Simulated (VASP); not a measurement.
# WC: single point with PBE

WC:

```
W C
1.0
     2.90650    0.00000    0.00000
    -1.45325    2.51710    0.00000
     0.00000    0.00000    2.83660
W C
1 1
Cartesian
  0.0000 0.0000 0.0000
  1.4533 0.8390 1.4183
```

```yaml
Program: VASP 6.6.1
Task: single point
Functional: PBE
Potentials_or_basis: VASP PAW PBE potentials, release 64 (W_sv, C_h)
Cutoff: 1300 eV
k_mesh: 10 × 10 × 9
Occupations: fermi-dirac, width 0.05 eV
Spin: non-collinear spin, zero start, spin-orbit coupling
Starting_moments: "[[0.0, 0.0, 0.0], [0.0, 0.0, 0.0]] μB"
```

The pressure is 7.4 GPa. The net moment is 0.00 μB per cell and the valence electrons inside the program's atomic spheres are W 12.19; C 1.40.

Stress tensor (GPa, compression positive):
```
7.61 0.00 0.00
0.00 7.61 0.00
0.00 0.00 7.09
```

Moments on the atoms (μB; x, y, z):
```
W   0.00 0.00 0.00
C   0.00 0.00 0.00
```

Run time: 3.2 min on 1 thread of Intel(R) Xeon(R) 6975P-C (Granite Rapids), with other jobs on the host, peak memory 0.63 GiB.

Caveat: the cell stands under pressure.
